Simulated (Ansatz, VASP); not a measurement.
# TiAl: VASP beside Ansatz

POSCAR

```
TiAl
1.0
    3.1065474069      0.0000000000      0.0000000000
    0.0000000000      3.1065474069      0.0000000000
    0.0000000000      0.0000000000      3.1065474069
Ti Al
1 1
Direct
    0.5000000000      0.5000000000      0.5000000000
    0.0000000000      0.0000000000      0.0000000000
```

Contents of INCAR.step1:

```
SYSTEM = TiAl
PREC = Accurate
ENCUT = 520
ISMEAR = 0
SIGMA = 0.1
LREAL = .False.
LASPH = .True.
NELM = 100
NBANDS = 14
GGA = PE
ALGO = Normal
EDIFF = 1E-4
LWAVE = .True.
LCHARG = .False.
```

INCAR.step2

```
SYSTEM = TiAl
PREC = Accurate
ENCUT = 520
EDIFF = 1E-7
ISMEAR = 0
SIGMA = 0.1
LREAL = .False.
LASPH = .True.
NELM = 100
ALGO = Normal
ISIF = 2
LWAVE = .False.
LCHARG = .False.
METAGGA = R2SCAN
LMIXTAU = .True.
NBANDS = 14
ISTART = 1
```

File KPOINTS:

```
Automatic mesh
0
Gamma
  14 14 14
  0 0 0
```

Input for Ansatz:

```yaml
crystal:
  lattice:
    - [3.1065474069, 0.0, 0.0]
    - [0.0, 3.1065474069, 0.0]
    - [0.0, 0.0, 3.1065474069]
  atoms:
    - { symbol: Ti, position: [0.5, 0.5, 0.5] }
    - { symbol: Al, position: [0.0, 0.0, 0.0] }
basis:
  ecutwfc: 500
kpoints:
  mp_grid: { grid: [14, 14, 14] }
hamiltonian:
  xc: r2scan
scf:
  occupations: { method: gaussian, width: 0.1 }
output:
  forces: true
  stress: true
  eigenvalues: true
```

Alike in both runs: task single point; functional r2SCAN; k mesh 14 × 14 × 14; occupations gaussian, width 0.1 eV; no spin polarisation.

```csv
,VASP,Ansatz
version,VASP 6.6.1,Ansatz 0.2.0
potentials or method,"VASP PAW PBE potentials, release 64 (Ti_sv, Al), cutoff 520 eV","scalar-relativistic, plane waves, PAW"
valence electrons in the cell,15,15
```

|  | VASP | Ansatz | Ansatz less VASP |
| --- | --- | --- | --- |
| gap on the k mesh at the Fermi level (eV) | none | none | - |
| pressure (GPa) | 8.6 | 8.4 | -0.16 |

VASP's potentials were made for PBE, not for r2SCAN. A gap of «none» marks a metal or a gap that the smearing closes. With one functional, cell and mesh, what is left measures potentials, basis and numerics.
